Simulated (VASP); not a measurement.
**ZnS: single point with PBEsol**

Crystal: ZnS.

```
Zn S
1.0
     0.00000    2.67805    2.67805
     2.67805    0.00000    2.67805
     2.67805    2.67805    0.00000
Zn S
1 1
Direct
  0.00000 0.00000 0.00000
  0.75000 0.75000 0.75000
```

* Program: VASP 6.6.1
* Task: single point
* Functional: PBEsol
* Potentials or basis: VASP PAW PBE potentials, release 64 (Zn, S)
* Cutoff: 520 eV
* k mesh: 10 × 10 × 10
* Occupations: gaussian, width 0.02 eV
* Spin: no spin polarisation

| Property | Result |
| --- | --- |
| Pressure | 0.2 GPa |
| Band gap on the k mesh | 2.09 eV |

Levels at points of the mesh, in eV from the valence-band top:
| k point | band 5 | band 6 | band 7 | band 8 | band 9 | band 10 | band 11 | band 12 | band 13 | band 14 |
| --- | --- | --- | --- | --- | --- | --- | --- | --- | --- | --- |
| (0.00, 0.00, 0.00) | -5.95 | -5.95 | 0.00 | 0.00 | 0.00 | 2.09 | 6.29 | 6.29 | 6.29 | 11.77 |
| (0.50, 0.00, 0.00) | -5.92 | -5.75 | -5.54 | -0.92 | -0.92 | 3.25 | 6.82 | 6.82 | 8.80 | 12.08 |
| (0.50, 0.50, 0.00) | -5.87 | -5.73 | -4.71 | -2.35 | -2.35 | 3.18 | 3.96 | 11.02 | 12.06 | 12.06 |

It took 14 s on 1 thread of Intel(R) Xeon(R) Platinum 8488C (Sapphire Rapids) (shared host), peak memory 0.17 GiB.

Caveat: the PAW data sets were made with another functional, which shifts forces and pressure a little.
